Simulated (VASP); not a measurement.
Input of a VASP 6.6.1 run:

The input INCAR:

```
SYSTEM = TaN
ALGO     = Normal         ! electronic algorithm
EDIFF    = 1E-8           ! SCF threshold, eV
ENCUT    = 520            ! plane-wave cutoff, eV
GGA      = PS             ! functional
GGA_COMPAT= .False.      
ISIF     = 2              ! what is computed and relaxed
ISMEAR   = -1             ! smearing method
LASPH    = .True.         ! aspherical terms in the spheres
LCHARG   = .False.        ! write CHGCAR
LEFG     = .True.       
LREAL    = .False.        ! projectors in reciprocal space
LWAVE    = .False.        ! write WAVECAR
NBANDS   = 15             ! bands
NELM     = 120            ! most SCF steps
PREC     = Accurate       ! precision mode
SIGMA    = 0.02           ! smearing width, eV
```

Contents of KPOINTS:

```
k-points
0
Gamma
  9 9 9
  0 0 0
```

POSCAR

```
TaN
1.0
    0.0000000000      2.1862392558      2.1862392558
    2.1862392558      0.0000000000      2.1862392558
    2.1862392558      2.1862392558      0.0000000000
Ta N
1 1
Direct
    0.5000000000      0.5000000000      0.5000000000
    0.0000000000      0.0000000000      0.0000000000
```

Potentials or basis: VASP PAW PBE potentials, release 64 (Ta_pv, N).

The run is started by

```sh
$ cat potpaw_PBE.64/Ta_pv/POTCAR potpaw_PBE.64/N/POTCAR > POTCAR
$ mpirun -np 1 vasp_std > vasp.out
```

Predict the pressure.

1.7 GPa.

What does it give for the band gap on the k mesh?

Zero (band 8 reaches 11.17 eV, above the bottom of band 9 at 7.39 eV).

Caveat: without QUAD_EFG the Cq values of the log hold for a quadrupole moment of 1 mb, not for the nuclei; the PAW data sets were made with another functional, which shifts forces and pressure a little; spin-orbit coupling is left out, which moves the levels of the heavy elements.
